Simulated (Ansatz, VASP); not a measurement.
# One calculation of PbS, two programs

```
Pb S
1.0
     0.00000    2.90570    2.96500
     2.90570    0.00000    2.96500
     2.90570    2.90570    0.00000
Pb S
1 1
Direct
  0.00000 0.00000 0.00000
  0.50000 0.50000 0.50000
```

Change from the starting cell: equal xx and yy strain of -2 %.

Alike in both runs: task single point; functional LDA; k mesh 8 × 8 × 8; occupations fermi-dirac, width 0.01 eV; no spin polarisation.

```csv
,VASP,Ansatz
version,VASP 6.6.1,Ansatz 0.2.0
potentials or method,"VASP PAW LDA potentials, release 64 (Pb_d, S), cutoff 520 eV","all-electron LAPW, scalar-relativistic"
```

|  | VASP | Ansatz | Ansatz less VASP |
| --- | --- | --- | --- |
| pressure (GPa) | -0.1 | -0.1 | -0.03 |
| traceless stress, the component that is largest in VASP (GPa) | -1.89 | -1.88 | +0.010 |

LDA's correlation is that of Perdew and Zunger in VASP and of Perdew and Wang (1992) in Ansatz. Ansatz ran all-electron here, and VASP with PAW potentials.

Spin-orbit coupling is off throughout.
